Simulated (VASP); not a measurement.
Input of a VASP 6.6.1 run:

File INCAR:

```
ALGO = Normal
EDIFF = 1E-7
ENCUT = 520
ISIF = 2
ISMEAR = 0
LASPH = True
LCHARG = False
LREAL = False
LWAVE = False
NBANDS = 15
NELM = 100
PREC = Accurate
SIGMA = 0.01
```

KPOINTS

```
k-points
0
Gamma
  6 6 6
```

Contents of POSCAR:

```
KI
1.0
    4.2909468193      0.0000000000      0.0000000000
    0.0000000000      4.2909468193      0.0000000000
    0.0000000000      0.0000000000      4.2909468193
K I
1 1
Direct
    0.0000000000      0.0000000000      0.0000000000
    0.5000000000      0.5000000000      0.5000000000
```

Potentials or basis: VASP PAW LDA potentials, release 64 (K_sv, I).

The run is started by

```bash
$ cat potpaw_LDA.64/K_sv/POTCAR potpaw_LDA.64/I/POTCAR > POTCAR
$ mpirun -np 1 vasp_std > vasp.out
```

Question: Estimate the band gap on the k mesh.

Answer: 3.00 eV (least direct gap 3.37 eV).

Question: What does it give for the pressure?

Answer: -1.7 GPa.

Caveat: spin-orbit coupling is left out, which moves the levels of the heavy elements. A k mesh can miss the band edges.
